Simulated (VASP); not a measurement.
**Ti: single point with PBE**

Crystal: Ti.

```
Ti
1.0
     0.00000    2.81134    2.81134
     2.81134    0.00000    2.81134
     2.81134    2.81134    0.00000
Ti
2
Direct
  0.12500 0.12500 0.12500
  0.87500 0.87500 0.87500
```

This cell differs from its parent crystal: volume scaled by 0.96.

```
Program             : VASP 6.6.1
Task                : single point
Functional          : PBE
Potentials or basis : VASP PAW PBE potentials, release 64 (Ti_sv)
Cutoff              : 520 eV
k mesh              : 16 × 16 × 16
Occupations         : fermi-dirac, width 0.1 eV
Spin                : no spin polarisation
```

| Quantity | Value |
| --- | --- |
| Pressure | 1.5 GPa |
| Band gap on the k mesh | zero (band 12 reaches 5.67 eV, above the bottom of band 13 at 5.47 eV) |

Levels at points of the mesh, in eV from the Fermi level:
```tsv
k point	band 9	band 10	band 11	band 12	band 13	band 14	band 15	band 16
(0.00, 0.00, 0.00)	-4.86	-0.65	-0.65	-0.14	-0.14	-0.14	1.74	1.74
(0.50, 0.00, 0.00)	-1.81	-1.40	-0.63	-0.63	-0.12	-0.12	0.48	2.57
(0.50, 0.50, 0.00)	-1.83	-1.83	-0.01	-0.01	0.25	0.25	1.57	1.57
```

Wall time 110 s on 1 thread of AMD EPYC 9R14 (Zen 4), on a shared host, peak memory 0.2 GiB.
